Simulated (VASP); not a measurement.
# Ti in VASP: single point with PBE

Aim: the single point of Ti with PBE.

Everything below comes from runs of VASP 6.6.1. Logs are shortened: lines on timing, memory, paths and dates and some standing lists are left out, and cuts for length are marked.

## 1. The cell of the first run

The cell holds a slab with vacuum, 16 atoms: a = 5.877 Å, b = 5.877 Å, c = 23.976 Å, α = 90.00°, β = 90.00°, γ = 120.00°.

## 2. Single point, PBE

The input, INCAR:

```
SYSTEM = Ti
ALGO     = Normal         ! electronic algorithm
DIPOL    = 0.5 0.5 0.500
EDIFF    = 1E-6           ! SCF threshold, eV
ENCUT    = 520            ! plane-wave cutoff, eV
GGA      = PE             ! functional
IDIPOL   = 3            
ISIF     = 2              ! what is computed and relaxed
ISMEAR   = 0              ! smearing method
LASPH    = .TRUE.         ! aspherical terms in the spheres
LCHARG   = .TRUE.         ! write CHGCAR
LDIPOL   = .TRUE.       
LELF     = .TRUE.         ! ELF
LREAL    = Auto         
LVACPOTAV= .TRUE.       
LVHAR    = .TRUE.       
LWAVE    = .FALSE.        ! write WAVECAR
NBANDS   = 110            ! bands
NELM     = 100            ! most SCF steps
PREC     = Accurate       ! precision mode
SIGMA    = 0.1            ! smearing width, eV
```

The input, KPOINTS:

```
k-points
0
G
  6 6 1
  0 0 0
```

The input, POSCAR:

```
Ti
1.0
    5.8769161223      0.0000000000      0.0000000000
   -2.9384580611      5.0895586578      0.0000000000
    0.0000000000      0.0000000000     23.9759510220
Ti
16
Direct
    0.3333333333      0.1666666667      0.3545219121
    0.3333333333      0.6666666667      0.3545219121
    0.8333333333      0.1666666667      0.3545219121
    0.8333333333      0.6666666667      0.3545219121
    0.1666666667      0.3333333333      0.4515073040
    0.1666666667      0.8333333333      0.4515073040
    0.6666666667      0.3333333333      0.4515073040
    0.6666666667      0.8333333333      0.4515073040
    0.3333333333      0.1666666667      0.5523375251
    0.3333333333      0.6666666667      0.5523375251
    0.8333333333      0.1666666667      0.5523375251
    0.8333333333      0.6666666667      0.5523375251
    0.1666666667      0.3333333333      0.6425495685
    0.1666666667      0.8333333333      0.6425495685
    0.6666666667      0.3333333333      0.6425495685
    0.6666666667      0.8333333333      0.6425495685
```

Potentials or basis: VASP PAW PBE potentials, release 64 (Ti_sv).

Run with:

```console
> cat potpaw_PBE.64/Ti_sv/POTCAR > POTCAR
> mpirun -np 1 vasp_std > vasp.out
```

OUTCAR:

```text
SYSTEM = Ti
   EDIFF = 1E-6
   ENCUT = 520
   GGA = PE
   ISIF = 2
   ISMEAR = 0
   LASPH = .TRUE.
   LREAL = Auto
   NELM = 100
   PREC = Accurate

 ion  position               nearest neighbor table
   1  0.333  0.167  0.355-   5 2.88   6 2.88   7 2.88
   2  0.333  0.667  0.355-   6 2.88   5 2.88   8 2.88
   3  0.833  0.167  0.355-   7 2.88   8 2.88   5 2.88
   4  0.833  0.667  0.355-   8 2.88   7 2.88   6 2.88
   5  0.167  0.333  0.452-   1 2.88   2 2.88   3 2.88
   6  0.167  0.833  0.452-   2 2.88   1 2.88   4 2.88
[... 8 lines left out ...]
  15  0.667  0.333  0.643-  11 2.75  12 2.75   9 2.75
  16  0.667  0.833  0.643-  12 2.75  11 2.75  10 2.75

  LATTYP: Found a hexagonal cell.
 ALAT       =     5.8769161223
 C/A-ratio  =     4.0796823577

  Lattice vectors:

 A1 = (   5.8769161223,   0.0000000000,   0.0000000000)
 A2 = (  -2.9384580611,   5.0895586578,   0.0000000000)
 A3 = (   0.0000000000,   0.0000000000,  23.9759510220)

Analysis of symmetry for initial positions (statically):
=====================================================================
 Subroutine PRICEL returns following result:

  LATTYP: Found a hexagonal cell.
 ALAT       =     2.9384580612
 C/A-ratio  =     8.1593647155

  Lattice vectors:

 A1 = (   2.9384580611,   0.0000000000,   0.0000000000)
 A2 = (  -1.4692290306,   2.5447793289,   0.0000000000)
 A3 = (   0.0000000000,   0.0000000000,  23.9759510220)

   4 primitive cells build up your supercell.

 Routine SETGRP: Setting up the symmetry group for a
 hexagonal supercell.

 Subroutine GETGRP returns: Found  6 space group operations
 (whereof  6 operations were pure point group operations)
 out of a pool of 24 trial point group operations.

The static configuration has the point symmetry C_3v.

Analysis of symmetry for dynamics (positions and initial velocities):
=====================================================================
 Subroutine PRICEL returns following result:

  LATTYP: Found a hexagonal cell.
 ALAT       =     2.9384580612
 C/A-ratio  =     8.1593647155

  Lattice vectors:

 A1 = (   2.9384580611,   0.0000000000,   0.0000000000)
 A2 = (  -1.4692290306,   2.5447793289,   0.0000000000)
 A3 = (   0.0000000000,   0.0000000000,  23.9759510220)

   4 primitive cells build up your supercell.

 Routine SETGRP: Setting up the symmetry group for a
 hexagonal supercell.

 Subroutine GETGRP returns: Found  6 space group operations
 (whereof  6 operations were pure point group operations)
 out of a pool of 24 trial point group operations.

The dynamic configuration has the point symmetry C_3v.

 Subroutine INISYM returns: Found  6 space group operations
 (whereof  6 operations are pure point group operations),
 and found     4 'primitive' translations

----------------------------------------------------------------------------------------

                                     Primitive cell

  volume of cell :     179.2856

  direct lattice vectors                    reciprocal lattice vectors
     2.938458061  0.000000000  0.000000000     0.340314539  0.196480691  0.000000000
    -1.469229031  2.544779329  0.000000000     0.000000000  0.392961381  0.000000000
     0.000000000  0.000000000 23.975951022     0.000000000  0.000000000  0.041708460

  length of vectors
     2.938458061  2.938458061 23.975951022     0.392961381  0.392961381  0.041708460

  position of ions in fractional coordinates (direct lattice)
     0.666666667  0.333333333  0.354521912
     0.333333333  0.666666667  0.451507304
     0.666666667  0.333333333  0.552337525
     0.333333333  0.666666667  0.642549569

  ion indices of the primitive-cell ions
   primitive index   ion index
                 1           1
                 2           5
                 3           9
                 4          13

----------------------------------------------------------------------------------------

 KPOINTS: k-points

Automatic generation of k-mesh.
 Grid dimensions read from file:
 generate k-points for:    6    6    1

 Generating k-lattice:

  Cartesian coordinates                     Fractional coordinates (reciprocal lattice)
     0.028359545  0.016373391  0.000000000     0.166666667 -0.000000000  0.000000000
     0.000000000  0.032746782  0.000000000     0.000000000  0.166666667  0.000000000
     0.000000000  0.000000000  0.041708460     0.000000000  0.000000000  1.000000000

  Length of vectors
     0.032746782  0.032746782  0.041708460

  Shift w.r.t. Gamma in fractional coordinates (k-lattice)
     0.000000000  0.000000000  0.000000000

 Subroutine IBZKPT returns following result:
 ===========================================

 Found      7 irreducible k-points:

 Following reciprocal coordinates:
            Coordinates               Weight
  0.000000  0.000000  0.000000      1.000000
  0.166667  0.000000  0.000000      6.000000
  0.333333  0.000000  0.000000      6.000000
  0.500000  0.000000  0.000000      3.000000
  0.166667  0.166667  0.000000      6.000000
  0.333333  0.166667  0.000000     12.000000
  0.333333  0.333333  0.000000      2.000000
   k-points           NKPTS =      7   k-points in BZ     NKDIM =      7   number of bands    NBANDS=    110
   number of dos      NEDOS =    301   number of ions     NIONS =     16
   total plane-waves  NPLWV = 414720
   dimension x,y,z NGX =    48 NGY =   48 NGZ =  180
   dimension x,y,z NGXF=    96 NGYF=   96 NGZF=  360
   ions per type =              16
   NGX,Y,Z   is equivalent  to a cutoff of  13.58, 13.58, 12.48 a.u.
   NGXF,Y,Z  is equivalent  to a cutoff of  27.16, 27.16, 24.96 a.u.
 SYSTEM =  Ti
   PREC   = accura    normal or accurate (medium, high low for compatibility)
   ISTART =      0    job   : 0-new  1-cont  2-samecut
   ICHARG =      2    charge: 1-file 2-atom 10-const
   ISPIN  =      1    spin polarized calculation?
   LNONCOLLINEAR =      F non collinear calculations
   LSORBIT =      F    spin-orbit coupling
   LASPH  =      T    aspherical Exc in radial PAW
   ENCUT  =  520.0 eV  38.22 Ry    6.18 a.u.  10.93 10.93 44.58*2*pi/ulx,y,z
   NELM   =    100;   NELMIN=  2; NELMDL= -5     # of ELM steps
   EDIFF  = 0.1E-05   stopping-criterion for ELM
   LREAL  =      T    real-space projection
   EDIFFG = 0.1E-04   stopping-criterion for IOM
   NSW    =      0    number of steps for IOM
   IBRION =     -1    ionic relax: 0-MD 1-quasi-New 2-CG
   NFREE  =      0    steps in history (QN), initial steepest desc. (CG)
   ISIF   =      2    stress and relaxation
   ISYM   =      2    0-nonsym 1-usesym 2-fastsym
   POTIM  = 0.5000    time-step for ionic-motion
   TEBEG  =    0.0;   TEEND  =   0.0 temperature during run
   PSTRESS=    0.0 pullay stress
   NELECT =     192.0000    total number of electrons
   NUPDOWN=      -1.0000    fix difference up-down
   EMIN   =  10.00;   EMAX   =-10.00  energy-range for DOS
   EFERMI =   0.00;   METHOD = LEGACY
   ISMEAR =     0;   SIGMA  =   0.10  broadening in eV -4-tet -1-fermi 0-gaus
   EFERMI_NEDOS =   21; number of points for ismear=-14 and -15
   IALGO  =     38    algorithm
   IMIX   =      4    mixing-type and parameters
     AMIX     =   0.40;   BMIX     =  1.00
     AMIX_MAG =   1.60;   BMIX_MAG =  1.00
  volume/ion in A,a.u.               =      44.82       302.47
  Fermi-wavevector in a.u.,A,eV,Ry     =   1.055132  1.993910 15.147411  1.113303
  Thomas-Fermi vector in A             =   2.190319
   LORBIT       =      0    0 simple, 1 ext, 2 COOP (PROOUT), +10 PAW based schemes
   GGA     = PE    functional components
   LHFCALC =     F    Hartree Fock is set to
   AEXX    =    0.0000 exact exchange contribution
   IVDW    =     0    specifies the selected vdW correction
   LEPSILON=     F    determine dielectric tensor
   LRPA    =     F    only Hartree local field effects (RPA)
 non-spin polarized calculation
 Gauss-broadening in eV      SIGMA  =   0.10
  energy-cutoff  :      520.00
  volume of cell :      717.14
 maximum number of plane-waves:     19335
 NGX is ok and might be reduce to    48
   NGX = 21   NGY = 21   NGZ = 89

 dipolmoment           0.000000      0.000000      0.103124 electrons x Angstroem

 number of electron     191.9999977 magnetization

 dipolmoment           0.000000      0.000000     -0.013022 electrons x Angstroem

 Free energy of the ion-electron system (eV)
  ---------------------------------------------------
  ext. energy  EPLUGINS =         0.00000000
  ---------------------------------------------------
  free energy    TOTEN  =      -117.90330906 eV

  energy without entropy =     -117.72174602  energy(sigma->0) =     -117.81252754

 E-fermi :   0.6396     XC(G=0):  -5.3309

 val. band max:        0.6385864574   @ k =   0.3333   0.1667   0.0000
 cond. band min:       0.6408775924   @ k =   0.1667   0.1667   0.0000
 fundamental gap:      0.0022911350
 Fermi energy:         0.6396170158

 k-point     1 :       0.0000    0.0000    0.0000
  band No.  band energies     occupation
      1     -56.3466      2.00000
      2     -56.2714      2.00000
      3     -56.2714      2.00000
      4     -56.2714      2.00000
      5     -56.2665      2.00000
      6     -56.1810      2.00000
[... 100 lines left out ...]
    107       1.4503      0.00000
    108       1.4503      0.00000

 k-point     2 :       0.1667    0.0000    0.0000
  band No.  band energies     occupation
      1     -56.3416      2.00000
      2     -56.2765      2.00000
      3     -56.2714      2.00000
      4     -56.2714      2.00000
      5     -56.2608      2.00000
      6     -56.1868      2.00000
[... 547 lines left out ...]
 k-point     7 :       0.3333    0.3333    0.0000
  band No.  band energies     occupation
      1     -56.2998      2.00000
      2     -56.2998      2.00000
      3     -56.2998      2.00000
      4     -56.2620      2.00000
      5     -56.2134      2.00000
      6     -56.2134      2.00000
[... 100 lines left out ...]
    107       0.9419      0.00002
    108       1.1039      0.00000
 [bands above 108 left out]

------------------------ aborting loop because EDIFF is reached ----------------------------------------

  FORCE on cell =-STRESS in cart. coord.  units (eV):
  Direction    XX          YY          ZZ          XY          YZ          ZX
  --------------------------------------------------------------------------------------
  -------------------------------------------------------------------------------------
  Total       -4.8016068     -4.8016068     -6.0666340     -0.0000000     -0.0000000     -0.0000000
  in kB      -10.7273319    -10.7273319    -13.5535454     -0.0000000     -0.0000000     -0.0000000
  external PRESSURE =     -11.6694031 kB  Pullay stress =       0.0000000 kB

 VOLUME and BASIS-vectors are now :
 -----------------------------------------------------------------------------
  energy-cutoff  :      520.00
  volume of cell :      717.14
      direct lattice vectors                 reciprocal lattice vectors
     5.876916122  0.000000000  0.000000000     0.170157269  0.098240345  0.000000000
    -2.938458061  5.089558658  0.000000000     0.000000000  0.196480691  0.000000000
     0.000000000  0.000000000 23.975951022     0.000000000  0.000000000  0.041708460

 POSITION                                       TOTAL-FORCE (eV/Angst)
 -----------------------------------------------------------------------------------
      1.46923      0.84826      8.50000        -0.000000     -0.000000      0.620093
     -0.00000      3.39304      8.50000        -0.000000     -0.000000      0.620093
      4.40769      0.84826      8.50000        -0.000000     -0.000000      0.620093
      2.93846      3.39304      8.50000        -0.000000     -0.000000      0.620093
      0.00000      1.69652     10.82532         0.000000     -0.000000     -0.583877
     -1.46923      4.24130     10.82532        -0.000000     -0.000000     -0.583877
[... 8 lines left out ...]
      2.93846      1.69652     15.40574         0.000000     -0.000000     -0.024201
      1.46923      4.24130     15.40574         0.000000     -0.000000     -0.024201
 -----------------------------------------------------------------------------------
    total drift:                                0.000000     -0.000000      0.110905

  FREE ENERGIE OF THE ION-ELECTRON SYSTEM (eV)
  ---------------------------------------------------
  free  energy   TOTEN  =      -117.9033090622 eV

  energy  without entropy=     -117.7217460227  energy(sigma->0) =     -117.81252754

 vacuum level on the upper side and lower side of the slab         5.060         5.139
```

It took 24 min on 1 thread of Intel Xeon 6975P-C (Granite Rapids), shared host; peak memory 0.92 GiB.

What came out:

| Property | Result |
| --- | --- |
| Free energy | -117.9033 eV |
| Largest force | 0.620 eV/Å |
| Band gap on the k mesh | zero (band 96 reaches 1.13 eV, above the bottom of band 97 at 0.31 eV) |

Forces on the atoms (eV/Å):
```
Ti   0.000  0.000  0.620
Ti   0.000  0.000  0.620
Ti   0.000  0.000  0.620
Ti   0.000  0.000  0.620
Ti   0.000  0.000 -0.584
Ti   0.000  0.000 -0.584
Ti   0.000  0.000 -0.584
Ti   0.000  0.000 -0.584
Ti   0.000  0.000 -0.012
Ti   0.000  0.000 -0.012
Ti   0.000  0.000 -0.012
Ti   0.000  0.000 -0.012
Ti   0.000  0.000 -0.024
Ti   0.000  0.000 -0.024
Ti   0.000  0.000 -0.024
Ti   0.000  0.000 -0.024
```
